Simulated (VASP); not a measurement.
IrAu:

```xyz
2
Lattice="0.0000 2.5283 2.5283 2.5283 0.0000 2.5283 2.5283 2.5283 0.0000" Properties=species:S:1:pos:R:3 pbc="T T T"
Ir    0.0000    0.0000    0.0000
Au    2.5283    2.5283    2.5283
```

| Item | Value |
| --- | --- |
| Program | VASP 6.6.1 |
| Task | relaxation of cell and atoms |
| Functional | PBE |
| Potentials or basis | VASP PAW PBE potentials, release 64 (Ir, Au) |
| Cutoff | 600 eV |
| k mesh | 6 × 6 × 6 |
| Occupations | gaussian, width 0.1 eV |
| Spin | no spin polarisation |

At the start: pressure 34.5 GPa; volume 16.16 Å³/atom.

Task: How do energy, volume and symmetry change on relaxing?

Result: Over 5 steps the energy falls by 226.0 meV/atom and the volume is 18.59 Å³/atom (+15.0 %); space group Fm-3m (No. 225, to 0.1 Å) before and after.

Step by step:
```
step  energy change (eV)  largest force (eV/Å)  pressure (GPa)  volume (Å³)
   1              0.0000                0.0000           34.49        32.32
   2              0.9676                0.0000          -21.84        51.49
   3             -0.4459                0.0000           -2.90        37.83
   4             -0.4516                0.0000           -0.65        37.32
   5             -0.4519                0.0000            0.00        37.17
```

Final structure:
```yaml
crystal:
  lattice:
    - [0.00000, 2.64890, 2.64890]
    - [2.64890, 0.00000, 2.64890]
    - [2.64890, 2.64890, 0.00000]
  atoms:
    - { symbol: Ir, position: [0.00000, 0.00000, 0.00000] }
    - { symbol: Au, position: [0.50000, 0.50000, 0.50000] }
```
